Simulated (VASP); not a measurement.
Write the native input for VASP 6.6.1 that does the following.

```
Task                   : single point
Functional             : PBE
Potentials or basis    : VASP PAW PBE potentials, release 64 (Ca_sv, W_sv, N)
Cutoff                 : 520 eV
k mesh                 : 4 × 4 × 4
Occupations            : gaussian, width 0.1 eV
Spin                   : no spin polarisation
Dipole correction      : no
Further INCAR settings : ALGO = Fast; EDIFF = 1e-06; NBANDS = 42
```

The structure of Ca3WN4 lies in POSCAR:

```
Ca3WN4
1.0
    4.6610183661      0.0000000000      0.0000000000
    0.0000000000      4.6610183661      0.0000000000
    0.0000000000      0.0000000000      4.6610183661
Ca W N
3 1 4
Direct
    0.5000000000      0.0000000000      0.0000000000
    0.0000000000      0.5000000000      0.0000000000
    0.0000000000      0.0000000000      0.5000000000
    0.5000000000      0.5000000000      0.5000000000
    0.0000000000      0.5000000000      0.5000000000
    0.5000000000      0.0000000000      0.5000000000
    0.5000000000      0.5000000000      0.0000000000
    0.0000000000      0.0000000000      0.0000000000
```

The cell was generated, and may not be a known phase.

One way to write it, as run:

INCAR

```
SYSTEM = Ca3WN4
  ALGO = Fast
  EDIFF = 1E-6
  ENCUT = 520
  GGA = PE
  ISIF = 2
  ISMEAR = 0
  LASPH = .True.
  LCHARG = .True.
  LELF = .True.
  LREAL = .False.
  LVHAR = .True.
  LWAVE = .False.
  NBANDS = 42
  NELM = 80
  PREC = Accurate
  SIGMA = 0.1
```

KPOINTS

```
k-points
0
Gamma
  4 4 4
  0 0 0
```

Potentials or basis: VASP PAW PBE potentials, release 64 (Ca_sv, W_sv, N).

The run is started by

```sh
$ cat potpaw_PBE.64/Ca_sv/POTCAR potpaw_PBE.64/W_sv/POTCAR potpaw_PBE.64/N/POTCAR > POTCAR
$ mpirun -np 1 vasp_std > vasp.out
```

It gave:

- Pressure: 0.4 GPa
- Band gap on the k mesh: zero (bands 32 and 33 overlap by 0.09 eV)

Caveat: spin-orbit coupling is left out, which moves the levels of the heavy elements.

It took 98 s on 1 thread of Oxide Virtual Turin-like Processor (shared host), peak memory 0.19 GiB.
